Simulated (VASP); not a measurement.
A run of VASP 6.6.1 is set up as follows.

The input POSCAR:

```
Si
1.0
    2.5456265215      0.0000000000      0.0000000000
   -1.2728132607      2.2045772361      0.0000000000
    0.0000000000      0.0000000000      4.5062692700
Si
2
Direct
    0.3333333333      0.6666666667      0.2500000000
    0.6666666667      0.3333333333      0.7500000000
```

INCAR.step1

```
SYSTEM = Si
PREC = Accurate
ENCUT = 520
ISMEAR = 0
SIGMA = 0.15
LREAL = .FALSE.
LASPH = .TRUE.
NELM = 80
NBANDS = 11
GGA = PE
ALGO = Normal
EDIFF = 1E-4
LWAVE = .TRUE.
LCHARG = .FALSE.
```

Contents of INCAR.step2:

```
SYSTEM = Si
PREC = Accurate
ENCUT = 520
EDIFF = 1E-6
ISMEAR = 0
SIGMA = 0.15
LREAL = .FALSE.
LASPH = .TRUE.
NELM = 80
ALGO = Normal
ISIF = 2
LWAVE = .FALSE.
LCHARG = .TRUE.
METAGGA = R2SCAN
LMIXTAU = .TRUE.
LELF = .TRUE.
LVHAR = .TRUE.
NBANDS = 11
ISTART = 1
```

Contents of KPOINTS:

```
regular mesh
0
G
  24 24 10
  0 0 0
```

Potentials or basis: VASP PAW PBE potentials, release 64 (Si).

Launch:

```bash
$ cat potpaw_PBE.64/Si/POTCAR > POTCAR
$ cp INCAR.step1 INCAR
$ mpirun -np 1 vasp_std > vasp.out
$ cp INCAR.step2 INCAR
$ mpirun -np 1 vasp_std > vasp.out
```

What does it give for the pressure?

9.5 GPa.

What does it give for the band gap on the k mesh?

Zero (band 4 reaches 23.04 eV, above the bottom of band 5 at 8.27 eV).

Stress tensor (GPa, compression positive):
```
11.06  0.00  0.00
 0.00 11.06  0.00
 0.00  0.00  6.29
```

Caveat: the cell differs from its parent crystal (strain -0.0450 x Voigt [1, 1, 0, 0, 0, 0]); the PAW data sets were made with another functional, which shifts forces and pressure a little.
